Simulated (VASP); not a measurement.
Set up this calculation in VASP 6.6.1, as the native input.

```
Task                   : single point
Functional             : LDA
Potentials or basis    : VASP PAW LDA potentials, release 64 (As)
Cutoff                 : 520 eV
k mesh                 : 11 × 11 × 6
Occupations            : fermi-dirac, width 0.05 eV
Spin                   : no spin polarisation
Dipole correction      : no
Further INCAR settings : ALGO = Normal; EDIFF = 1e-06; NBANDS = 12
```

The structure of As lies in POSCAR:

```
As
1.0
    3.0031658500      0.0000000000      0.0000000000
   -1.5015829250      2.6008179178      0.0000000000
    0.0000000000      0.0000000000      4.8651286769
As
2
Direct
    0.2333333333      0.6166666667      0.1750000000
    0.7666666667      0.3833333333      0.8250000000
```

This cell differs from its parent crystal: shortest bond scaled by 0.7.

The input as run:

INCAR

```
SYSTEM = As
  PREC = Accurate
  ENCUT = 520
  EDIFF = 1E-6
  ISMEAR = -1
  SIGMA = 0.05
  LREAL = .FALSE.
  LASPH = .TRUE.
  NELM = 100
  ALGO = Normal
  ISIF = 2
  LWAVE = .FALSE.
  LCHARG = .FALSE.
  GGA = CA
  NBANDS = 12
```

KPOINTS

```
Automatic mesh
0
G
  11 11 6
  0 0 0
```

Potentials or basis: VASP PAW LDA potentials, release 64 (As).

The run is started by

```sh
$ cat potpaw_LDA.64/As/POTCAR > POTCAR
$ mpirun -np 1 vasp_std > vasp.out
```

Results of the run:

- Pressure: 23.2 GPa
- Largest force: 5.709 eV/Å
- Band gap on the k mesh: zero (band 5 reaches 10.05 eV, above the bottom of band 6 at 5.00 eV)

Caveat: the cell differs from its parent crystal (shortest bond scaled by 0.7); forces of over 1 eV/Å act on the atoms, so gaps and moduli don't describe the material at rest.

It took 34 s on 1 thread of Intel Xeon 6975P-C, with other jobs on the host, peak memory 0.2 GiB.
